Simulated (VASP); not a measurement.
**Ti9S: single point with PBE**

Ti9S, a slab with vacuum:

```
Ti S
1.0
     2.83197    0.00000    0.00000
     0.00000    7.93166    0.00000
     0.00000    0.00000   19.92688
Ti S
9 1
Direct
  0.00000 0.50000 0.20073
  0.50000 0.16667 0.20073
  0.50000 0.83333 0.20073
  0.00000 0.00000 0.31221
  0.50000 0.66849 0.31087
  0.50000 0.33151 0.31087
  0.00000 0.50000 0.41776
  0.50000 0.16664 0.42289
  0.50000 0.83336 0.42289
  0.83333 0.99997 0.50913
```

- Program: VASP 6.6.1
- Task: single point
- Functional: PBE
- Potentials or basis: VASP PAW PBE potentials, release 64 (Ti_sv, S)
- Cutoff: 520 eV
- k mesh: 9 × 4 × 1
- Occupations: gaussian, width 0.1 eV
- Spin: no spin polarisation
- Dipole correction: yes
- Further INCAR settings: ALGO = Normal; EDIFF = 1e-06; NBANDS = 68

| Quantity | Value |
| --- | --- |
| Largest force | 0.671 eV/Å |
| Band gap on the k mesh | zero (bands 57 and 58 overlap by 0.26 eV) |

Forces in eV/Å, atoms in the order of the input:
```
Ti   0.004  0.000  0.188
Ti   0.009  0.061 -0.023
Ti   0.009 -0.061 -0.023
Ti  -0.106  0.000 -0.663
Ti  -0.052 -0.067 -0.224
Ti  -0.052  0.067 -0.224
Ti  -0.091  0.000 -0.151
Ti  -0.161  0.198  0.552
Ti  -0.162 -0.199  0.551
S    0.604  0.001  0.017
```

Levels at points of the mesh, in eV from the Fermi level:
| k point | band 53 | band 54 | band 55 | band 56 | band 57 | band 58 | band 59 | band 60 | band 61 | band 62 |
| --- | --- | --- | --- | --- | --- | --- | --- | --- | --- | --- |
| (0.00, 0.00, 0.00) | -0.43 | -0.40 | -0.22 | -0.11 | -0.11 | -0.04 | 0.03 | 0.11 | 0.39 | 0.41 |
| (0.00, 0.50, 0.00) | -0.52 | -0.40 | -0.27 | -0.20 | 0.15 | 0.19 | 0.22 | 0.33 | 0.42 | 0.47 |

Wall time 23 min on 1 thread of Intel(R) Xeon(R) Platinum 8488C (Sapphire Rapids) (shared host), peak memory 0.71 GiB.
